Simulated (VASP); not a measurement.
A run of VASP 6.6.1:

The input INCAR:

```
SYSTEM = Hf
PREC     = Accurate       ! precision mode
ENCUT    = 520            ! plane-wave cutoff, eV
EDIFF    = 1E-6           ! SCF threshold, eV
ISMEAR   = -1             ! smearing method
SIGMA    = 0.05           ! smearing width, eV
LREAL    = .False.        ! projectors in reciprocal space
LASPH    = .True.         ! aspherical terms in the spheres
NELM     = 150            ! most SCF steps
ALGO     = Normal         ! electronic algorithm
ISIF     = 2              ! what is computed and relaxed
LWAVE    = .False.        ! write WAVECAR
LCHARG   = .True.         ! write CHGCAR
ISPIN    = 2              ! spin polarisation
MAGMOM   = 0              ! initial moments
LORBIT   = 11             ! projections on sites
NUPDOWN  = 0.0            ! fixed moment
LMAXMIX  = 4              ! l up to which the mixer works
GGA      = PE             ! functional
LELF     = .True.         ! ELF
LVHAR    = .True.       
NBANDS   = 15             ! bands
```

Contents of KPOINTS:

```
regular mesh
0
Gamma
  15 15 15
  0 0 0
```

File POSCAR:

```
Hf
1.0
    0.0000000000      2.2200000000      2.2200000000
    2.2200000000      0.0000000000      2.2200000000
    2.2200000000      2.2200000000      0.0000000000
Hf
1
Direct
    0.0000000000      0.0000000000      0.0000000000
```

Potentials or basis: VASP PAW PBE potentials, release 64 (Hf_pv).

Run with:

```sh
$ cat potpaw_PBE.64/Hf_pv/POTCAR > POTCAR
$ mpirun -np 1 vasp_std > vasp.out
```

Hardware: 1 thread of Intel(R) Xeon(R) Platinum 8488C (Sapphire Rapids), with other jobs on the host.

Problem. How long does it take, and how much memory?

Solution. It took 31 s on 1 thread of Intel(R) Xeon(R) Platinum 8488C (Sapphire Rapids), on a shared host, peak memory 0.18 GiB. Counts: scf iterations 11, k points 120.
